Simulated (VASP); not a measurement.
Runs of VASP 6.6.1 on In3Se. The structure is that of space group P4/mmm (No. 123), or close to it. The cells are those of the table. 

```tsv
cell	gap on the mesh (eV)	pressure (GPa)
a = 4.613, b = 4.613, c = 4.899 Å, 4 atoms	none	-3.2
a = 4.712, b = 4.712, c = 4.349 Å, 4 atoms	none	-0.1
a = 4.802, b = 4.802, c = 4.522 Å, 4 atoms	none	-3.2
a = 4.467, b = 4.467, c = 4.840 Å, 4 atoms	none	(a)
```

Alike in all rows: task single point; level PBEsol+D3(BJ); potentials or basis VASP PAW PBE potentials, release 64 (In_d, Se); no spin polarisation; k mesh 10 × 10 × 10; cutoff (eV) 520; smearing gaussian 0.15 eV.

Question: Estimate the missing entries.

Answer: (a) 0.0.

Caveats: the PAW data sets were made with another functional, which shifts forces and pressure a little; spin-orbit coupling is left out, which moves the levels of the heavy elements; the cell stands under tension (at least some runs).

A k mesh can miss the band edges, and the runs leave out spin-orbit coupling on In, Se.

A gap of «none» marks levels without a gap at the run's occupations.
